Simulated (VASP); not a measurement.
Here is a VASP 6.6.1 calculation.

File INCAR:

```
PREC = Accurate
ENCUT = 600
EDIFF = 1E-6
ISMEAR = 0
SIGMA = 0.01
LREAL = F
LASPH = T
NELM = 120
ALGO = Normal
ISIF = 2
LWAVE = F
LCHARG = F
GGA = CA
NBANDS = 16
GGA_COMPAT = F
```

Contents of KPOINTS:

```
regular mesh
0
Gamma
  8 8 8
```

File POSCAR:

```
GaN
1.0
    0.0000000000      2.1209041320      2.1209041320
    2.1209041320      0.0000000000      2.1209041320
    2.1209041320      2.1209041320      0.0000000000
Ga N
1 1
Direct
    0.0000000000      0.0000000000      0.0000000000
    0.5000000000      0.5000000000      0.5000000000
```

Potentials or basis: VASP PAW LDA potentials, release 64 (Ga_d, N).

Run with:

```sh
$ cat potpaw_LDA.64/Ga_d/POTCAR potpaw_LDA.64/N/POTCAR > POTCAR
$ mpirun -np 1 vasp_std > vasp.out
```

(1) What does it give for the pressure?

(2) What does it give for the band gap on the k mesh?

Answers

(1) -8.7 GPa.

(2) 0.36 eV, indirect (least direct gap 2.70 eV).
